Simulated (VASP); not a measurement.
A run of VASP 6.6.1:

Contents of INCAR:

```
SYSTEM = CoO
PREC = Accurate
ENCUT = 520
EDIFF = 1E-7
ISMEAR = 0
SIGMA = 0.05
LREAL = .FALSE.
LASPH = .TRUE.
NELM = 150
ALGO = Normal
ISIF = 2
LWAVE = .FALSE.
LCHARG = .FALSE.
ISPIN = 2
MAGMOM = 3 3 0 0
LORBIT = 11
LMAXMIX = 4
GGA = PE
NBANDS = 27
```

File KPOINTS:

```
Automatic mesh
0
G
  10 10 10
  0 0 0
```

File POSCAR:

```
CoO
1.0
   -2.1245315500     -2.1245315500      4.2490631000
   -4.2490631000     -2.1245315500      2.1245315500
   -2.1245315500     -4.2490631000      2.1245315500
Co O
2 2
Direct
    0.0000000000      0.0000000000      0.0000000000
    0.5000000000      0.5000000000      0.5000000000
    1.2500000000     -0.7500000000     -0.7500000000
    1.7500000000     -0.2500000000     -0.2500000000
```

Potentials or basis: VASP PAW PBE potentials, release 64 (Co, O).

The run is started by

```console
$ cat potpaw_PBE.64/Co/POTCAR potpaw_PBE.64/O/POTCAR > POTCAR
$ mpirun -np 1 vasp_std > vasp.out
```

Hardware: 1 thread of Oxide Virtual Turin-like Processor, with other jobs on the host.

**Question.** How long does it take, and how much memory?

**Answer.** Wall time 18 min on 1 thread of Oxide Virtual Turin-like Processor (shared host), peak memory 0.37 GiB. Counts: scf iterations 18, k points 116.
